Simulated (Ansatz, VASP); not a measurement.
BaTiO3 in VASP and in Ansatz

```xyz
5
Lattice="3.9295 0.0000 0.0000 0.0000 3.9295 0.0000 0.0000 0.0000 4.1262" Properties=species:S:1:pos:R:3 pbc="T T T"
Ba    0.0000    0.0000    0.0000
Ti    1.9648    1.9648    2.0631
O     1.9648    1.9648    0.0000
O     1.9648    0.0000    2.0631
O     0.0000    1.9648    2.0631
```

Alike in both runs: task single point; functional r2SCAN; k mesh 8 × 8 × 8; occupations gaussian, width 0.05 eV; no spin polarisation.

|  | VASP | Ansatz |
| --- | --- | --- |
| version | VASP 6.6.1 | Ansatz 0.2.0 |
| potentials or method | VASP PAW PBE potentials, release 64 (Ba_sv, Ti_sv, O), cutoff 520 eV | scalar-relativistic, plane waves, PAW |
| valence electrons in the cell | 40 | 40 |

VASP gave:

```
gap on the k mesh at the Fermi level (eV)                     : 2.06
least direct gap on the mesh (eV)                             : 2.25
pressure (GPa)                                                : 2.6
traceless stress, the component that is largest in VASP (GPa) : -6.47
```

Estimate Ansatz's values.

gap on the k mesh at the Fermi level (eV): 2.07; least direct gap on the mesh (eV): 2.24; pressure (GPa): 0.6; traceless stress, the component that is largest in VASP (GPa): -6.22.

VASP's potentials were made for PBE, not for r2SCAN.

Spin-orbit coupling is off throughout.
